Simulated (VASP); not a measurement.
# TaAl7N8 (P1) in VASP: further runs

Runs on TaAl7N8. Level: PBEsol+U. Tasks: single point.

Program: VASP 6.6.1. These are calculated values, not measurements. Logs are shortened: lines on timing, memory, paths and dates and some standing lists are left out, and cuts for length are marked.

## Step 1: The cell of the first run

The typed cell holds 16 atoms: a = 6.220 Å, b = 6.220 Å, c = 4.980 Å, α = 90.00°, β = 90.00°, γ = 120.00°.

## Step 2: Single point, PBEsol+U, collinear spin, ferromagnetic start

Input file INCAR:

```
SYSTEM = TaAl7N8
  ALGO = Normal
  EDIFF = 1E-6
  ENCUT = 520
  GGA = PS
  ISIF = 2
  ISMEAR = 0
  ISPIN = 2
  LASPH = .TRUE.
  LCHARG = .FALSE.
  LDAU = .TRUE.
  LDAUJ = 0 0 0
  LDAUL = 2 -1 -1
  LDAUPRINT = 1
  LDAUTYPE = 2
  LDAUU = 2 0 0
  LMAXMIX = 4
  LORBIT = 11
  LREAL = Auto
  LWAVE = .FALSE.
  MAGMOM = 2 0 0 0 0 0 0 0 0 0 0 0 0 0 0 0
  NBANDS = 54
  NELM = 150
  PREC = Accurate
  SIGMA = 0.05
```

Input file KPOINTS:

```
k-points
0
G
  3 3 4
  0 0 0
```

Input file POSCAR:

```
TaAl7N8
1.0
    6.2200009000      0.0000000000      0.0000000000
   -3.1100004000      5.3866788000      0.0000000000
    0.0000000000      0.0000000000      4.9800000000
Ta Al N
1 7 8
Direct
    0.3330903112      0.1664206200      0.9651824420
    0.3339891905      0.6668140602      0.0064893649
    0.8327069716      0.1654863856      0.0065039941
    0.8326607707      0.6668549016      0.0066238214
    0.1630942484      0.3364531099      0.4962215555
    0.1630579567      0.8260375870      0.4965067972
    0.6736226571      0.3365613990      0.4966037010
    0.6664875913      0.8330180303      0.5023796567
    0.3333535176      0.1663324130      0.4342792640
    0.3355446620      0.6675318520      0.3815086866
    0.8320094721      0.1639878084      0.3815237373
    0.8320272058      0.6675507999      0.3816338074
    0.1516853279      0.3478192094      0.8743607140
    0.1516839901      0.8036104704      0.8746884052
    0.6959129155      0.3478067664      0.8748041424
    0.6664080217      0.8330334660      0.8826825322
```

Potentials or basis: VASP PAW PBE potentials, release 64 (Ta_pv, Al, N).

Launch:

```console
> cat potpaw_PBE.64/Ta_pv/POTCAR potpaw_PBE.64/Al/POTCAR potpaw_PBE.64/N/POTCAR > POTCAR
> mpirun -np 1 vasp_std > vasp.out
```

OUTCAR:

```text
SYSTEM = TaAl7N8
   EDIFF = 1E-6
   ENCUT = 520
   GGA = PS
   ISIF = 2
   ISMEAR = 0
   ISPIN = 2
   LASPH = .TRUE.
   LORBIT = 11
   LREAL = Auto
   NELM = 150
   PREC = Accurate

 ion  position               nearest neighbor table
   1  0.333  0.166  0.965-  15 2.01  14 2.01  13 2.01   9 2.34   9 2.64   5 2.97   6 2.97   7 2.97
                             3 3.12   2 3.12   4 3.12   4 3.12   2 3.12   3 3.12   5 3.22   6 3.22
   2  0.334  0.667  0.006-  14 1.85  13 1.85  10 1.87  16 1.89   5 3.02   6 3.02   8 3.05   8 3.08
                             6 3.10   4 3.10   3 3.10   5 3.10   1 3.12   1 3.12   3 3.12   4 3.12
   3  0.833  0.165  0.007-  15 1.85  13 1.85  11 1.87  16 1.89   5 3.02   7 3.02   8 3.05   8 3.08
                             7 3.10   4 3.10   2 3.10   5 3.10   1 3.12   1 3.12   2 3.12   4 3.12
   4  0.833  0.667  0.007-  15 1.85  14 1.85  12 1.87  16 1.89   6 3.02   7 3.02   8 3.05   8 3.08
                             7 3.10   3 3.10   2 3.10   6 3.10   1 3.12   1 3.12   2 3.12   3 3.12
   5  0.163  0.336  0.496-   9 1.86  10 1.87  11 1.87  13 1.89   1 2.97   2 3.02   3 3.02   7 3.04
                             6 3.05   2 3.10   3 3.10   8 3.11   8 3.11   6 3.17   7 3.18   1 3.22
   6  0.163  0.826  0.497-   9 1.86  10 1.87  12 1.87  14 1.89   1 2.97   2 3.02   4 3.02   7 3.04
                             5 3.05   2 3.10   4 3.10   8 3.11   8 3.11   5 3.17   7 3.18   1 3.22
   7  0.674  0.337  0.497-   9 1.86  12 1.87  11 1.87  15 1.89   1 2.97   4 3.02   3 3.02   6 3.04
                             5 3.04   3 3.10   4 3.10   8 3.11   8 3.11   5 3.18   6 3.18   1 3.22
   8  0.666  0.833  0.502-  10 1.88  11 1.88  12 1.88  16 1.89   4 3.05   3 3.05   2 3.05   3 3.08
                             2 3.08   4 3.08   6 3.11   7 3.11   5 3.11   5 3.11   7 3.11   6 3.11
   9  0.333  0.166  0.434-   7 1.86   6 1.86   5 1.86   1 2.34   1 2.64
  10  0.336  0.668  0.382-   2 1.87   5 1.87   6 1.87   8 1.88
  11  0.832  0.164  0.382-   3 1.87   7 1.87   5 1.87   8 1.88
  12  0.832  0.668  0.382-   4 1.87   7 1.87   6 1.87   8 1.88
  13  0.152  0.348  0.874-   3 1.85   2 1.85   5 1.89   1 2.01
  14  0.152  0.804  0.875-   4 1.85   2 1.85   6 1.89   1 2.01
  15  0.696  0.348  0.875-   4 1.85   3 1.85   7 1.89   1 2.01
  16  0.666  0.833  0.883-   2 1.89   8 1.89   3 1.89   4 1.89

  LATTYP: Found a hexagonal cell.
 ALAT       =     6.2200009000
 C/A-ratio  =     0.8006429710

  Lattice vectors:

 A1 = (   6.2200009000,   0.0000000000,   0.0000000000)
 A2 = (  -3.1100004000,   5.3866788000,   0.0000000000)
 A3 = (   0.0000000000,   0.0000000000,   4.9800000000)

Analysis of symmetry for initial positions (statically):
=====================================================================
 Subroutine PRICEL returns:
 Original cell was already a primitive cell.

 Routine SETGRP: Setting up the symmetry group for a
 hexagonal supercell.

 Subroutine GETGRP returns: Found  1 space group operations
 (whereof  1 operations were pure point group operations)
 out of a pool of 24 trial point group operations.

The static configuration has the point symmetry C_1 .

Analysis of symmetry for dynamics (positions and initial velocities):
=====================================================================
 Subroutine PRICEL returns:
 Original cell was already a primitive cell.

 Routine SETGRP: Setting up the symmetry group for a
 hexagonal supercell.

 Subroutine GETGRP returns: Found  1 space group operations
 (whereof  1 operations were pure point group operations)
 out of a pool of 24 trial point group operations.

The dynamic configuration has the point symmetry C_1 .

Analysis of structural, dynamic, and magnetic symmetry:
=====================================================================
 Subroutine PRICEL returns:
 Original cell was already a primitive cell.

 Routine SETGRP: Setting up the symmetry group for a
 hexagonal supercell.

 Subroutine GETGRP returns: Found  1 space group operations
 (whereof  1 operations were pure point group operations)
 out of a pool of 24 trial point group operations.

The overall configuration has the point symmetry C_1 .

 Subroutine INISYM returns: Found  1 space group operations
 (whereof  1 operations are pure point group operations),
 and found     1 'primitive' translations

----------------------------------------------------------------------------------------

[... 165 lines left out ...]
 -0.0001  0.0001  0.1838 -0.0002  0.0000
 -0.0011 -0.0002 -0.0002  0.5647 -0.0004
 -0.0000 -0.0013  0.0000 -0.0004  0.2291

spin component  2

  0.1986  0.0001 -0.0001 -0.0471  0.0001
  0.0001  0.0967 -0.0000 -0.0000 -0.0470
 -0.0001 -0.0000  0.1685  0.0000  0.0000
 -0.0471 -0.0000  0.0000  0.0968  0.0001
  0.0001 -0.0470  0.0000  0.0001  0.1987

 occupancies and eigenvectors

  o =  0.0783  v =  0.0000  0.0000  0.0000  0.0000  0.0000  0.2887 -0.5696 -0.0001  0.7364 -0.2232      0.0000  0.0000  0.0000  0.0000  0.0000  0.0000  0.0000  0.0000  0.0000  0.0000
  o =  0.0784  v =  0.0000  0.0000  0.0000  0.0000  0.0000 -0.2225 -0.7369  0.0000 -0.5699 -0.2876      0.0000  0.0000  0.0000  0.0000  0.0000  0.0000  0.0000  0.0000  0.0000  0.0000
  o =  0.1685  v =  0.0000  0.0000  0.0000  0.0000  0.0000 -0.0018 -0.0002 -1.0000  0.0006  0.0005      0.0000  0.0000  0.0000  0.0000  0.0000  0.0000  0.0000  0.0000  0.0000  0.0000
  o =  0.1838  v =  0.0022 -0.0002  1.0000  0.0007 -0.0006  0.0000  0.0000  0.0000  0.0000  0.0000      0.0000  0.0000  0.0000  0.0000  0.0000  0.0000  0.0000  0.0000  0.0000  0.0000
  o =  0.2170  v =  0.0000  0.0000  0.0000  0.0000  0.0000 -0.8736 -0.1267  0.0020  0.3422  0.3221      0.0000  0.0000  0.0000  0.0000  0.0000  0.0000  0.0000  0.0000  0.0000  0.0000
  o =  0.2170  v =  0.0000  0.0000  0.0000  0.0000  0.0000  0.3225 -0.3414 -0.0002 -0.1256  0.8739      0.0000  0.0000  0.0000  0.0000  0.0000  0.0000  0.0000  0.0000  0.0000  0.0000
  o =  0.2291  v =  0.9197  0.0027 -0.0018  0.0034  0.3925  0.0000  0.0000  0.0000  0.0000  0.0000      0.0000  0.0000  0.0000  0.0000  0.0000  0.0000  0.0000  0.0000  0.0000  0.0000
  o =  0.2291  v =  0.3925 -0.0031 -0.0014  0.0001 -0.9197  0.0000  0.0000  0.0000  0.0000  0.0000      0.0000  0.0000  0.0000  0.0000  0.0000  0.0000  0.0000  0.0000  0.0000  0.0000
  o =  0.5645  v =  0.0029 -0.7985  0.0003 -0.6020  0.0039  0.0000  0.0000  0.0000  0.0000  0.0000      0.0000  0.0000  0.0000  0.0000  0.0000  0.0000  0.0000  0.0000  0.0000  0.0000
  o =  0.5648  v = -0.0018 -0.6020 -0.0006  0.7985  0.0014  0.0000  0.0000  0.0000  0.0000  0.0000      0.0000  0.0000  0.0000  0.0000  0.0000  0.0000  0.0000  0.0000  0.0000  0.0000

 number of electron      71.9999995 magnetization       1.9174196

 Free energy of the ion-electron system (eV)
  ---------------------------------------------------
  ext. energy  EPLUGINS =         0.00000000
  ---------------------------------------------------
  free energy    TOTEN  =      -127.33254965 eV

  energy without entropy =     -127.33101821  energy(sigma->0) =     -127.33178393

 E-fermi :   9.6290     XC(G=0): -11.4222

 val. band max:        9.6281634782   @ k =   0.0000   0.0000   0.0000
 cond. band min:       9.6840717049   @ k =   0.3333   0.3333   0.5000
 fundamental gap:      0.0559082266
 Fermi energy:         9.6289823957

 spin component 1

 k-point     1 :       0.0000    0.0000    0.0000
  band No.  band energies     occupation
      1     -26.7591      1.00000
      2     -26.7589      1.00000
      3     -26.5591      1.00000
      4      -9.2796      1.00000
      5      -7.2850      1.00000
      6      -7.2849      1.00000
[... 958 lines left out ...]
     47      13.8209      0.00000
     48      14.6064      0.00000
 Fermi energy:         9.6289823957

 spin component 2

 k-point     1 :       0.0000    0.0000    0.0000
  band No.  band energies     occupation
      1     -26.2033      1.00000
      2     -26.2031      1.00000
      3     -25.7388      1.00000
      4      -9.2168      1.00000
      5      -7.2410      1.00000
      6      -7.2410      1.00000
[... 958 lines left out ...]
     47      14.0790      0.00000
     48      14.8522      0.00000
 [bands above 48 left out]

------------------------ aborting loop because EDIFF is reached ----------------------------------------

  FORCE on cell =-STRESS in cart. coord.  units (eV):
  Direction    XX          YY          ZZ          XY          YZ          ZX
  --------------------------------------------------------------------------------------
  -------------------------------------------------------------------------------------
  Total       13.4892420     13.4979703      6.9107108      0.0173009     -0.0024796      0.0152870
  in kB      129.5260911    129.6099017     66.3578688      0.1661264     -0.0238094      0.1467882
  external PRESSURE =     108.4979539 kB  Pullay stress =       0.0000000 kB

 VOLUME and BASIS-vectors are now :
 -----------------------------------------------------------------------------
  energy-cutoff  :      520.00
  volume of cell :      166.86
      direct lattice vectors                 reciprocal lattice vectors
     6.220000900  0.000000000  0.000000000     0.160771681  0.092821572  0.000000000
    -3.110000400  5.386678800  0.000000000     0.000000000  0.185643146  0.000000000
     0.000000000  0.000000000  4.980000000     0.000000000  0.000000000  0.200803213

 POSITION                                       TOTAL-FORCE (eV/Angst)
 -----------------------------------------------------------------------------------
      1.55425      0.89645      4.80661        -0.008193      0.003698      0.090015
      0.00362      3.59191      0.03232         0.093374      0.051825      0.092651
      4.66478      0.89142      0.03239         0.001777     -0.107021      0.093173
      3.10523      3.59213      0.03299        -0.093138      0.055337      0.094446
     -0.03192      1.81236      2.47118        -0.027280      0.014996     -0.086619
     -1.55476      4.44960      2.47260        -0.001221     -0.032124     -0.090393
[... 8 lines left out ...]
      3.24690      1.87352      4.35652         0.029263      0.013619     -0.056854
      1.55432      4.48728      4.39576         0.001887      0.001631     -0.035292
 -----------------------------------------------------------------------------------
    total drift:                                0.003610     -0.000267      0.000579

  FREE ENERGIE OF THE ION-ELECTRON SYSTEM (eV)
  ---------------------------------------------------
  free  energy   TOTEN  =      -127.3325496465 eV

  energy  without entropy=     -127.3310182110  energy(sigma->0) =     -127.33178393

 total charge

# of ion       s       p       d       tot
------------------------------------------
    1        0.333   6.222   2.481   9.035
    2        0.373   0.466   0.000   0.839
    3        0.373   0.466   0.000   0.839
    4        0.373   0.466   0.000   0.839
    5        0.373   0.458   0.000   0.831
    6        0.373   0.458   0.000   0.831
[... 8 lines left out ...]
   15        1.234   2.655   0.000   3.889
   16        1.219   2.623   0.000   3.841
--------------------------------------------------
tot         12.740  30.553   2.481  45.773

 magnetization (x)

# of ion       s       p       d       tot
------------------------------------------
    1        0.014   0.022   1.000   1.036
    2        0.003   0.006   0.000   0.008
    3        0.003   0.006   0.000   0.008
    4        0.003   0.006   0.000   0.008
    5        0.006   0.006   0.000   0.011
    6        0.006   0.006   0.000   0.011
[... 8 lines left out ...]
   15        0.001   0.015   0.000   0.015
   16        0.001   0.004   0.000   0.006
--------------------------------------------------
tot          0.047   0.131   1.000   1.178
```

Run time: 13 min. Hardware: 1 thread of Oxide Virtual Turin-like, shared host; peak memory 0.45 GiB.

Results:

- Free energy: -127.3325 eV
- Pressure: 10.8 GPa
- Largest force: 0.144 eV/Å
- Net moment: 1.92 μB per cell
- Site moments: Ta +1.04; Al +0.01, +0.00; N +0.01 μB
- Valence electrons inside the program's atomic spheres: Ta 9.04; Al 0.84, 0.83, 0.82; N 3.81, 3.87, 3.89, 3.84

Forces on the atoms (eV/Å):
```
Ta  -0.008  0.004  0.090
Al   0.093  0.052  0.093
Al   0.002 -0.107  0.093
Al  -0.093  0.055  0.094
Al  -0.027  0.015 -0.087
Al  -0.001 -0.032 -0.090
Al   0.025  0.015 -0.090
Al   0.002  0.001  0.001
N   -0.005  0.001 -0.033
N   -0.027 -0.015  0.041
N    0.001  0.030  0.043
N    0.024 -0.014  0.044
N   -0.020  0.012 -0.053
N    0.004 -0.031 -0.055
N    0.029  0.014 -0.057
N    0.002  0.002 -0.035
```

Eigenvalues of the final occupation matrices:
```
    site  spin  trace               eigenvalues
site 1 d     1   1.77  0.18 0.23 0.23 0.56 0.56
site 1 d     2   0.76  0.08 0.08 0.17 0.22 0.22
```

Caveat: the k points lie up to 0.39 Å⁻¹ apart; the PAW data sets were made with another functional, which shifts forces and pressure a little; spin-orbit coupling is left out, which moves the levels of the heavy elements. The state reached can hang on the start; a lower one may exist.

## Step 3: Single point, PBEsol+U, collinear spin, ferromagnetic start

Input file INCAR:

```
ALGO     = Normal         # electronic algorithm
EDIFF    = 1E-7           # SCF threshold, eV
ENCUT    = 520            # plane-wave cutoff, eV
GGA      = PS             # functional
ISIF     = 2              # what is computed and relaxed
ISMEAR   = 0              # smearing method
ISPIN    = 2              # spin polarisation
LASPH    = True           # aspherical terms in the spheres
LCHARG   = False          # write CHGCAR
LDAU     = True           # DFT+U
LDAUJ    = 0 0 0        
LDAUL    = 2 -1 -1        # shell
LDAUPRINT= 1            
LDAUTYPE = 2            
LDAUU    = 2 0 0          # U, eV
LMAXMIX  = 4              # l up to which the mixer works
LORBIT   = 11             # projections on sites
LREAL    = Auto         
LWAVE    = False          # write WAVECAR
MAGMOM   = 2 0 0 0 0 0 0 0 0 0 0 0 0 0 0 0 # initial moments
NBANDS   = 54             # bands
NELM     = 150            # most SCF steps
PREC     = Accurate       # precision mode
SIGMA    = 0.05           # smearing width, eV
```

Input file KPOINTS:

```
k-points
0
Gamma
  3 3 4
```

POSCAR is that of step 2.

Potentials or basis: VASP PAW PBE potentials, release 64 (Ta_pv, Al, N).

Launch:

```console
> cat potpaw_PBE.64/Ta_pv/POTCAR potpaw_PBE.64/Al/POTCAR potpaw_PBE.64/N/POTCAR > POTCAR
> mpirun -np 1 vasp_std > vasp.out
```

It took 20 min on 1 thread of Oxide Virtual Turin-like, shared host; peak memory 0.46 GiB.

Results (log left out):

- Free energy: -127.3325 eV
- Pressure: 10.8 GPa
- Largest force: 0.144 eV/Å
- Net moment: 1.92 μB per cell
- Site moments: Ta +1.04; Al +0.01, +0.00; N +0.01 μB
- Valence electrons inside the program's atomic spheres: Ta 9.04; Al 0.84, 0.83, 0.82; N 3.81, 3.87, 3.89, 3.84

Forces on the atoms (eV/Å):
```
Ta  -0.008  0.004  0.090
Al   0.093  0.052  0.093
Al   0.002 -0.107  0.093
Al  -0.093  0.055  0.095
Al  -0.027  0.015 -0.087
Al  -0.001 -0.032 -0.090
Al   0.025  0.015 -0.090
Al   0.002  0.001  0.001
N   -0.005  0.001 -0.033
N   -0.027 -0.015  0.041
N    0.001  0.030  0.043
N    0.024 -0.014  0.044
N   -0.020  0.012 -0.053
N    0.004 -0.031 -0.055
N    0.029  0.014 -0.057
N    0.002  0.002 -0.035
```

Stress tensor (GPa, compression positive):
```
12.95  0.02  0.01
 0.02 12.96  0.00
 0.01  0.00  6.63
```

Levels at points of the mesh, in eV from the Fermi level:
Spin up:
```csv
k point,band 33,band 34,band 35,band 36,band 37,band 38,band 39,band 40,band 41,band 42
"(0.00, 0.00, 0.00)",-4.12,-4.12,-3.87,-0.46,-0.45,0.00,0.64,0.64,0.82,2.24
"(0.00, 0.00, 0.50)",-4.70,-4.29,-4.29,-0.29,-0.29,0.59,0.59,1.29,1.59,1.59
```
Spin down:
| k point | band 32 | band 33 | band 34 | band 35 | band 36 | band 37 | band 38 | band 39 |
| --- | --- | --- | --- | --- | --- | --- | --- | --- |
| (0.00, 0.00, 0.00) | -4.46 | -4.10 | -4.09 | -3.80 | 0.37 | 0.73 | 0.73 | 1.09 |
| (0.00, 0.00, 0.50) | -4.62 | -4.62 | -4.25 | -4.24 | 0.69 | 0.69 | 1.43 | 1.43 |

Eigenvalues of the final occupation matrices:
```csv
site,spin,trace,eigenvalues
site 1 d,1,1.77,0.18 0.23 0.23 0.56 0.56
site 1 d,2,0.76,0.08 0.08 0.17 0.22 0.22
```

Caveat: the k points lie up to 0.39 Å⁻¹ apart; the PAW data sets were made with another functional, which shifts forces and pressure a little; spin-orbit coupling is left out, which moves the levels of the heavy elements.
